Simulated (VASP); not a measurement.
Ga2O5 (cubic X2O5 type): single point with PBE

The system is Ga2O5 (cubic X2O5 type).

```
Ga O
1.0
     5.13850    0.00000    0.00000
     0.00000    5.13850    0.00000
     0.00000    0.00000    5.13850
Ga O
4 10
Direct
  0.00000 0.00000 0.00000
  0.50000 0.50000 0.00000
  0.50000 0.00000 0.50000
  0.00000 0.50000 0.50000
  0.50000 0.00000 0.00000
  0.00000 0.50000 0.00000
  0.00000 0.00000 0.50000
  0.50000 0.50000 0.50000
  0.75000 0.75000 0.25000
  0.75000 0.25000 0.75000
  0.25000 0.75000 0.75000
  0.75000 0.25000 0.25000
  0.25000 0.75000 0.25000
  0.25000 0.25000 0.75000
```

```yaml
Program: VASP 6.6.1
Task: single point
Functional: PBE
Potentials_or_basis: VASP PAW PBE potentials, release 64 (Ga_d, O)
Cutoff: 520 eV
k_mesh: 11 × 11 × 11
Occupations: fermi-dirac, width 0.0612256 eV
Spin: no spin polarisation
Dipole_correction: no
Further_INCAR_settings: ALGO = Normal; EDIFF = 1e-06; NBANDS = 69
```

The pressure is 0.2 GPa and the band gap on the k mesh is zero (band 56 reaches 5.00 eV, above the bottom of band 57 at 4.57 eV).

Levels at points of the mesh, in eV from the Fermi level:
```csv
k point,band 52,band 53,band 54,band 55,band 56,band 57,band 58,band 59,band 60,band 61
"(0.00, 0.00, 0.00)",-0.85,-0.75,-0.75,-0.75,0.18,0.18,0.18,0.41,0.41,0.41
```

Wall time 9.2 min on 1 thread of Intel(R) Xeon(R) Platinum 8259CL CPU @ 2.50GHz (Skylake/Cascade Lake), with other jobs on the host, peak memory 0.47 GiB.
